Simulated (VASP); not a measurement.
# SnSe2 (P-3m1) in VASP: single point with r2SCAN

Aim: the single point of SnSe2 with r2SCAN.

Everything below comes from runs of VASP 6.6.1. Logs are shortened: lines on timing, memory, paths and dates and some standing lists are left out, and cuts for length are marked.

### 1 The cell of the first run

The structure is trigonal, space group P-3m1 (No. 164). Conventional cell: a = 3.825 Å, b = 3.825 Å, c = 6.352 Å, α = 90.00°, β = 90.00°, γ = 120.00°. Sn (site symmetry -3m) has 6 Se at 2.71 Å within 3.6 Å. Within 3.6 Å of Se (site symmetry 3m) lie 3 Sn at 2.71 Å.

### 2 Single point, r2SCAN, non-collinear spin, zero start, spin-orbit coupling (uniaxial z strain +2.0%)

Input file POSCAR:

```
SnSe2
1.0
    3.8251493298      0.0000000000      0.0000000000
   -1.9125746649      3.3126764929      0.0000000000
    0.0000000000      0.0000000000      6.3516206456
Sn Se
1 2
Direct
    0.0000000000      0.0000000000      0.0000000000
    0.3333333333      0.6666666667      0.2485898308
    0.6666666667      0.3333333333      0.7514101692
```

Input file INCAR.step1:

```
SYSTEM = SnSe2
ALGO     = Normal         ! electronic algorithm
EDIFF    = 1E-4           ! SCF threshold, eV
ENCUT    = 520            ! plane-wave cutoff, eV
GGA      = PE             ! functional
GGA_COMPAT= .False.      
ISMEAR   = -1             ! smearing method
LASPH    = .True.         ! aspherical terms in the spheres
LCHARG   = .False.        ! write CHGCAR
LREAL    = .False.        ! projectors in reciprocal space
LSORBIT  = .True.         ! spin-orbit coupling
LWAVE    = .True.         ! write WAVECAR
MAGMOM   = 0 0 0 0 0 0 0 0 0 ! initial moments
NBANDS   = 39             ! bands
NELM     = 150            ! most SCF steps
PREC     = Accurate       ! precision mode
SIGMA    = 0.02           ! smearing width, eV
```

Input file INCAR.step2:

```
SYSTEM = SnSe2
ALGO     = Normal         ! electronic algorithm
EDIFF    = 1E-6           ! SCF threshold, eV
ENCUT    = 520            ! plane-wave cutoff, eV
GGA_COMPAT= .False.      
ISIF     = 2              ! what is computed and relaxed
ISMEAR   = -1             ! smearing method
ISTART   = 1            
LASPH    = .True.         ! aspherical terms in the spheres
LCHARG   = .True.         ! write CHGCAR
LMIXTAU  = .True.       
LORBIT   = 11             ! projections on sites
LORBMOM  = .True.       
LREAL    = .False.        ! projectors in reciprocal space
LSORBIT  = .True.         ! spin-orbit coupling
LVHAR    = .True.       
LWAVE    = .False.        ! write WAVECAR
MAGMOM   = 0 0 0 0 0 0 0 0 0 ! initial moments
METAGGA  = R2SCAN         ! meta-GGA
NBANDS   = 39             ! bands
NELM     = 150            ! most SCF steps
PREC     = Accurate       ! precision mode
SIGMA    = 0.02           ! smearing width, eV
```

Input file KPOINTS:

```
k-points
0
Gamma
  12 12 4
  0 0 0
```

Potentials or basis: VASP PAW PBE potentials, release 64 (Sn_d, Se).

Launch:

```console
cat potpaw_PBE.64/Sn_d/POTCAR potpaw_PBE.64/Se/POTCAR > POTCAR
cp INCAR.step1 INCAR
mpirun -np 1 vasp_ncl > vasp.out
cp INCAR.step2 INCAR
mpirun -np 1 vasp_ncl > vasp.out
```

OUTCAR:

```text
SYSTEM = SnSe2
   EDIFF = 1E-6
   ENCUT = 520
   ISIF = 2
   ISMEAR = -1
   ISTART = 1
   LASPH = .True.
   LORBIT = 11
   LREAL = .False.
   LSORBIT = .True.
   METAGGA = R2SCAN
   NELM = 150
   PREC = Accurate

 ion  position               nearest neighbor table
   1  0.000  0.000  0.000-   2 2.71   3 2.71   3 2.71   2 2.71   3 2.71   2 2.71
   2  0.333  0.667  0.249-   1 2.71   1 2.71   1 2.71
   3  0.667  0.333  0.751-   1 2.71   1 2.71   1 2.71

  LATTYP: Found a hexagonal cell.
 ALAT       =     3.8251493298
 C/A-ratio  =     1.6604895909

  Lattice vectors:

 A1 = (   3.8251493298,   0.0000000000,   0.0000000000)
 A2 = (  -1.9125746649,   3.3126764929,   0.0000000000)
 A3 = (   0.0000000000,   0.0000000000,   6.3516206456)

Analysis of symmetry for initial positions (statically):
=====================================================================
 Subroutine PRICEL returns:
 Original cell was already a primitive cell.

 Routine SETGRP: Setting up the symmetry group for a
 hexagonal supercell.

 Subroutine GETGRP returns: Found 12 space group operations
 (whereof 12 operations were pure point group operations)
 out of a pool of 24 trial point group operations.

The static configuration has the point symmetry D_3d.

Analysis of symmetry for dynamics (positions and initial velocities):
=====================================================================
 Subroutine PRICEL returns:
 Original cell was already a primitive cell.

 Routine SETGRP: Setting up the symmetry group for a
 hexagonal supercell.

 Subroutine GETGRP returns: Found 12 space group operations
 (whereof 12 operations were pure point group operations)
 out of a pool of 24 trial point group operations.

The dynamic configuration has the point symmetry D_3d.

Analysis of structural, dynamic, and magnetic symmetry:
=====================================================================
 Subroutine PRICEL returns:
 Original cell was already a primitive cell.

 Routine SETGRP: Setting up the symmetry group for a
 hexagonal supercell.

 Subroutine GETGRP returns: Found 12 space group operations
 (whereof 12 operations were pure point group operations)
 out of a pool of 24 trial point group operations.

The overall configuration has the point symmetry D_3d.

 Subroutine INISYM returns: Found 12 space group operations
 (whereof 12 operations are pure point group operations),
 and found     1 'primitive' translations

----------------------------------------------------------------------------------------

                                     Primitive cell

  volume of cell :      80.4844

  direct lattice vectors                    reciprocal lattice vectors
     3.825149330  0.000000000  0.000000000     0.261427702  0.150935354  0.000000000
    -1.912574665  3.312676493  0.000000000     0.000000000  0.301870709  0.000000000
     0.000000000  0.000000000  6.351620646     0.000000000  0.000000000  0.157440133

  length of vectors
     3.825149330  3.825149330  6.351620646     0.301870709  0.301870709  0.157440133

  position of ions in fractional coordinates (direct lattice)
     0.000000000  0.000000000  0.000000000
     0.333333333  0.666666667  0.248589831
     0.666666667  0.333333333  0.751410169

  ion indices of the primitive-cell ions
   primitive index   ion index
                 1           1
                 2           2
                 3           3

----------------------------------------------------------------------------------------

 KPOINTS: k-points

Automatic generation of k-mesh.
 Grid dimensions read from file:
 generate k-points for:   12   12    4

 Generating k-lattice:

  Cartesian coordinates                     Fractional coordinates (reciprocal lattice)
     0.021785642  0.012577946  0.000000000     0.083333333  0.000000000  0.000000000
[... 95 lines left out ...]
 number of electron      26.0000001 magnetization       0.0000000      0.0000000      0.0000000

 number of electron      26.0000001 magnetization      -0.0000000     -0.0000000      0.0000000

 number of electron      26.0000001 magnetization       0.0000000     -0.0000000      0.0000000

 Free energy of the ion-electron system (eV)
  ---------------------------------------------------
  ext. energy  EPLUGINS =         0.00000000
  ---------------------------------------------------
  free energy    TOTEN  =       -54.71826199 eV

  energy without entropy =      -54.71826199  energy(sigma->0) =      -54.71826199

 E-fermi :   3.9122     XC(G=0):  -9.7980

 val. band max:        3.4407506583   @ k =   0.1667   0.0000   0.0000
 cond. band min:       4.4238501425   @ k =   0.5000   0.0000   0.5000
 fundamental gap:      0.9830994842
 Fermi energy:         3.9122125270

 k-point     1 :       0.0000    0.0000    0.0000
  band No.  band energies     occupation
      1     -19.0263      1.00000
      2     -19.0263      1.00000
      3     -19.0011      1.00000
      4     -19.0011      1.00000
      5     -18.0011      1.00000
      6     -18.0011      1.00000
[... 973 lines left out ...]
     37      12.1267      0.00000
     38      12.1267      0.00000

 [... further k-points ...]

 [bands above 38 left out]

------------------------ aborting loop because EDIFF is reached ----------------------------------------

  FORCE on cell =-STRESS in cart. coord.  units (eV):
  Direction    XX          YY          ZZ          XY          YZ          ZX
  --------------------------------------------------------------------------------------
  -------------------------------------------------------------------------------------
  Total        0.3978457      0.3978457      0.2333589     -0.0000000      0.0000000      0.0000000
  in kB        7.9197835      7.9197835      4.6453989     -0.0000000      0.0000000      0.0000000
  external PRESSURE =       6.8283219 kB  Pullay stress =       0.0000000 kB

 VOLUME and BASIS-vectors are now :
 -----------------------------------------------------------------------------
  energy-cutoff  :      520.00
  volume of cell :       80.48
      direct lattice vectors                 reciprocal lattice vectors
     3.825149330  0.000000000  0.000000000     0.261427702  0.150935354  0.000000000
    -1.912574665  3.312676493  0.000000000     0.000000000  0.301870709  0.000000000
     0.000000000  0.000000000  6.351620646     0.000000000  0.000000000  0.157440133

 POSITION                                       TOTAL-FORCE (eV/Angst)
 -----------------------------------------------------------------------------------
      0.00000      0.00000      0.00000        -0.000000      0.000000      0.000000
     -0.00000      2.20845      1.57895         0.000000      0.000000     -0.012535
      1.91257      1.10423      4.77267        -0.000000     -0.000000      0.012535
 -----------------------------------------------------------------------------------
    total drift:                               -0.000000      0.000000      0.000000

  FREE ENERGIE OF THE ION-ELECTRON SYSTEM (eV)
  ---------------------------------------------------
  free  energy   TOTEN  =       -54.7182619874 eV

  energy  without entropy=      -54.7182619874  energy(sigma->0) =      -54.71826199

 orbital moment (x)

 # of ion     p       d       tot
 ----------------------------------------
  1        -0.000  -0.000  -0.000
  2        -0.000   0.000  -0.000
  3        -0.000   0.000  -0.000
 ----------------------------------------
           -0.000  -0.000  -0.000

 orbital moment (y)

 # of ion     p       d       tot
 ----------------------------------------
  1        -0.000   0.000   0.000
  2         0.000  -0.000   0.000
  3         0.000  -0.000   0.000
 ----------------------------------------
            0.000  -0.000   0.000

 orbital moment (z)

 # of ion     p       d       tot
 ----------------------------------------
  1         0.000   0.000   0.000
  2         0.000   0.000   0.000
  3         0.000   0.000   0.000
 ----------------------------------------
            0.000   0.000   0.000

 Spin-Orbit-Coupling matrix elements

 Ion:    1  E_soc:     -0.0845446
 l=   1
     0.0000000    -0.0082318    -0.0082505
    -0.0082318     0.0000000    -0.0082318
    -0.0082505    -0.0082318     0.0000000
 l=   2
     0.0000000    -0.0011636     0.0000000    -0.0011636    -0.0046907
    -0.0011636     0.0000000    -0.0035229    -0.0011672    -0.0011636
     0.0000000    -0.0035229     0.0000000    -0.0035229     0.0000000
    -0.0011636    -0.0011672    -0.0035229     0.0000000    -0.0011636
    -0.0046907    -0.0011636     0.0000000    -0.0011636     0.0000000
 l=   3
     0.0000000     0.0000000     0.0000000     0.0000000     0.0000000     0.0000000     0.0000000
     0.0000000     0.0000000     0.0000000     0.0000000     0.0000000     0.0000000     0.0000000
     0.0000000     0.0000000     0.0000000     0.0000000     0.0000000     0.0000000     0.0000000
     0.0000000     0.0000000     0.0000000     0.0000000     0.0000000     0.0000000     0.0000000
[... 29 lines left out ...]
 l=   2
     0.0000000    -0.0000001     0.0000000    -0.0000001    -0.0000025
    -0.0000001     0.0000000     0.0000021     0.0000041    -0.0000001
     0.0000000     0.0000021     0.0000000     0.0000021     0.0000000
    -0.0000001     0.0000041     0.0000021     0.0000000    -0.0000001
    -0.0000025    -0.0000001     0.0000000    -0.0000001     0.0000000
 l=   3
     0.0000000     0.0000000     0.0000000     0.0000000     0.0000000     0.0000000     0.0000000
     0.0000000     0.0000000     0.0000000     0.0000000     0.0000000     0.0000000     0.0000000
     0.0000000     0.0000000     0.0000000     0.0000000     0.0000000     0.0000000     0.0000000
     0.0000000     0.0000000     0.0000000     0.0000000     0.0000000     0.0000000     0.0000000
     0.0000000     0.0000000     0.0000000     0.0000000     0.0000000     0.0000000     0.0000000
     0.0000000     0.0000000     0.0000000     0.0000000     0.0000000     0.0000000     0.0000000
     0.0000000     0.0000000     0.0000000     0.0000000     0.0000000     0.0000000     0.0000000

 total charge

# of ion       s       p       d       tot
------------------------------------------
    1        1.019   1.047  10.104  12.171
    2        1.481   2.358   0.027   3.866
    3        1.481   2.358   0.027   3.866
--------------------------------------------------
tot          3.980   5.764  10.159  19.903

 magnetization (x)

# of ion       s       p       d       tot
------------------------------------------
    1       -0.000   0.000   0.000  -0.000
    2       -0.000   0.000   0.000   0.000
    3       -0.000   0.000   0.000   0.000
--------------------------------------------------
tot         -0.000   0.000   0.000   0.000

 magnetization (y)

# of ion       s       p       d       tot
------------------------------------------
    1        0.000   0.000   0.000   0.000
    2       -0.000  -0.000   0.000  -0.000
    3        0.000   0.000   0.000   0.000
--------------------------------------------------
tot         -0.000   0.000   0.000  -0.000

 magnetization (z)

# of ion       s       p       d       tot
------------------------------------------
    1       -0.000  -0.000   0.000  -0.000
    2        0.000   0.000   0.000   0.000
    3        0.000   0.000   0.000   0.000
--------------------------------------------------
tot         -0.000  -0.000   0.000  -0.000
```

Wall time 65 min (1 thread of Oxide Virtual Turin-like, shared host); peak memory 0.58 GiB.

Results:

- Free energy: -54.7183 eV
- Pressure: 0.7 GPa
- Largest force: 0.013 eV/Å
- Net moment: 0.00 μB per cell
- Valence electrons inside the program's atomic spheres: Sn 12.17; Se 3.87

Forces on the atoms (eV/Å):
```
Sn   0.000  0.000  0.000
Se   0.000  0.000 -0.013
Se   0.000  0.000  0.013
```

Stress tensor (GPa, compression positive):
```
0.79 0.00 0.00
0.00 0.79 0.00
0.00 0.00 0.46
```

Moments on the atoms (μB; x, y, z):
```
Sn  0.00 0.00 0.00
Se  0.00 0.00 0.00
Se  0.00 0.00 0.00
```

Caveat: the cell differs from its parent crystal (uniaxial z strain +2.0%); the PAW data sets were made with another functional, which shifts forces and pressure a little.
